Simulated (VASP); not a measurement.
Set up this calculation in VASP 6.6.1, as the native input.

| Property | Result |
| --- | --- |
| Task | single point |
| Functional | PBE |
| Potentials or basis | VASP PAW PBE potentials, release 64 (W_sv, F) |
| Cutoff | 520 eV |
| k mesh | 14 × 14 × 14 |
| Occupations | gaussian, width 0.1 eV |
| Spin | collinear spin |
| Starting moments | [2.08, 0.0, 0.0, 0.0] μB |
| Dipole correction | no |
| Further INCAR settings | ALGO = Normal; EDIFF = 1e-07; NBANDS = 30 |

The structure of WF3 lies in POSCAR:

```
WF3
1.0
    3.4413107031      0.0000000000      0.0000000000
    0.0000000000      3.4413107031      0.0000000000
    0.0000000000      0.0000000000      3.4413107031
W F
1 3
Direct
    0.0000000000      0.0000000000      0.0000000000
    0.5000000000      0.5000000000      0.0000000000
    0.0000000000      0.5000000000      0.5000000000
    0.5000000000      0.0000000000      0.5000000000
```

The input as run:

INCAR

```
  PREC = Accurate
  ENCUT = 520
  EDIFF = 1E-7
  ISMEAR = 0
  SIGMA = 0.1
  LREAL = False
  LASPH = True
  NELM = 150
  ALGO = Normal
  ISIF = 2
  LWAVE = False
  LCHARG = True
  ISPIN = 2
  MAGMOM = 2.08 0 0 0
  LORBIT = 11
  LMAXMIX = 4
  GGA = PE
  LELF = True
  LVHAR = True
  NBANDS = 30
```

KPOINTS

```
Automatic mesh
0
Gamma
  14 14 14
```

Potentials or basis: VASP PAW PBE potentials, release 64 (W_sv, F).

Run with:

```sh
$ cat potpaw_PBE.64/W_sv/POTCAR potpaw_PBE.64/F/POTCAR > POTCAR
$ mpirun -np 1 vasp_std > vasp.out
```

It gave:

```yaml
Pressure: 0.1 GPa
Net_moment: 2.77 μB per cell
Site_moments: W +2.34; F +0.02 μB
Valence_electrons_inside_the_program's_atomic_spheres: W 11.34; F 6.07
```

Run time: 2.5 min on 1 thread of AMD EPYC 9R45 96-Core Processor (Zen 5), on a shared host, peak memory 0.29 GiB.
